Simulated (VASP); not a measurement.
A run of VASP 6.6.1:

INCAR

```
SYSTEM = Ta
ALGO = Normal
EDIFF = 1E-6
ENCUT = 500
GGA = PS
GGA_COMPAT = .FALSE.
ISIF = 2
ISMEAR = -1
LASPH = .TRUE.
LCHARG = .TRUE.
LELF = .TRUE.
LREAL = .FALSE.
LVHAR = .TRUE.
LWAVE = .FALSE.
NBANDS = 12
NELM = 120
PREC = Accurate
SIGMA = 0.05
```

The input KPOINTS:

```
k-points
0
G
  14 14 14
  0 0 0
```

File POSCAR:

```
Ta
1.0
    2.4045340642      0.0000000000      0.0000000000
    0.0000000000      2.4045340642      0.0000000000
    0.0000000000      0.0000000000      2.4045340642
Ta
1
Direct
    0.0000000000      0.0000000000      0.0000000000
```

Potentials or basis: VASP PAW PBE potentials, release 64 (Ta_pv).

Launch:

```sh
$ cat potpaw_PBE.64/Ta_pv/POTCAR > POTCAR
$ mpirun -np 1 vasp_std > vasp.out
```

Hardware: 1 thread of Intel Xeon 8259CL (shared host).

Q: Estimate the wall time of this run.

A: Wall time 19 s on 1 thread of Intel Xeon 8259CL, on a shared host, peak memory 0.13 GiB. Counts: scf iterations 10, k points 120.
